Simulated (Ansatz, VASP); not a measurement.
**GaN: VASP beside Ansatz**

Contents of POSCAR:

```
GaN
1.0
    3.1481827908      0.0000000000      0.0000000000
   -1.5740913954      2.7264062726      0.0000000000
    0.0000000000      0.0000000000      5.1267502129
Ga N
2 2
Direct
    0.3333333333      0.6666666667     -0.0008415289
    0.6666666667      0.3333333333      0.4991584711
    0.3333333333      0.6666666667      0.3758415289
    0.6666666667      0.3333333333      0.8758415289
```

Contents of INCAR.step1:

```
ALGO = Normal
EDIFF = 1E-4
ENCUT = 520
GGA = PE
ISMEAR = 0
LASPH = T
LCHARG = F
LREAL = F
LWAVE = T
NBANDS = 26
NELM = 100
PREC = Accurate
SIGMA = 0.01
```

The input INCAR.step2:

```
ALGO = Normal
EDIFF = 1E-6
ENCUT = 520
ISIF = 2
ISMEAR = 0
ISTART = 1
LASPH = T
LCHARG = T
LELF = T
LMIXTAU = T
LREAL = F
LVHAR = T
LWAVE = F
METAGGA = R2SCAN
NBANDS = 26
NELM = 100
PREC = Accurate
SIGMA = 0.01
```

The input KPOINTS:

```
k-points
0
Gamma
  8 8 4
```

Input for Ansatz:

```yaml
crystal:
  lattice:
    - [3.14818279083, 0.0, 0.0]
    - [-1.57409139541, 2.72640627262, 0.0]
    - [0.0, 0.0, 5.12675021289]
  atoms:
    - { symbol: Ga, position: [0.333333333333, 0.666666666667, -0.000841528892] }
    - { symbol: Ga, position: [0.666666666667, 0.333333333333, 0.499158471108] }
    - { symbol: "N", position: [0.333333333333, 0.666666666667, 0.375841528892] }
    - { symbol: "N", position: [0.666666666667, 0.333333333333, 0.875841528892] }
kpoints:
  mp_grid: { grid: [8, 8, 4] }
scf:
  occupations: { method: fixed }
  convergence: { dr2_threshold: 1.0e-10 }
hamiltonian:
  xc: r2scan
  pseudopotentials: { kind: paw }
output:
  forces: true
  stress: true
  eigenstates:
    kpoints:
      - [0.0, 0.0, 0.0]
      - [0.0, 0.0, -0.5]
      - [-0.5, 0.0, 0.0]
      - [-0.5, 0.5, 0.0]
      - [0.0, -0.5, 0.0]
      - [-0.5, 0.0, -0.5]
      - [-0.5, 0.5, -0.5]
      - [0.0, -0.5, -0.5]
  eigenvalues: true
```

Alike in both runs: task single point; functional r2SCAN; k mesh 8 × 8 × 4; no spin polarisation.

|  | VASP | Ansatz |
| --- | --- | --- |
| version | VASP 6.6.1 | Ansatz 0.2.0 |
| potentials or method | VASP PAW PBE potentials, release 64 (Ga_d, N) | PAW with Ansatz's default frozen-core files, scalar-relativistic |
| plane-wave cutoff (eV) | 520 | 500 |
| occupations | gaussian, width 0.01 eV | fixed |
| valence electrons in the cell | 36 | 36 |

```csv
,VASP,Ansatz,Ansatz less VASP
gap on the k mesh at the Fermi level (eV),2.57,2.58,+0.009
pressure (GPa),8.2,7.0,-1.19
"traceless stress, the component that is largest in VASP (GPa)",-0.13,0.00,+0.130
```

VASP's potentials were made for PBE, not for r2SCAN.
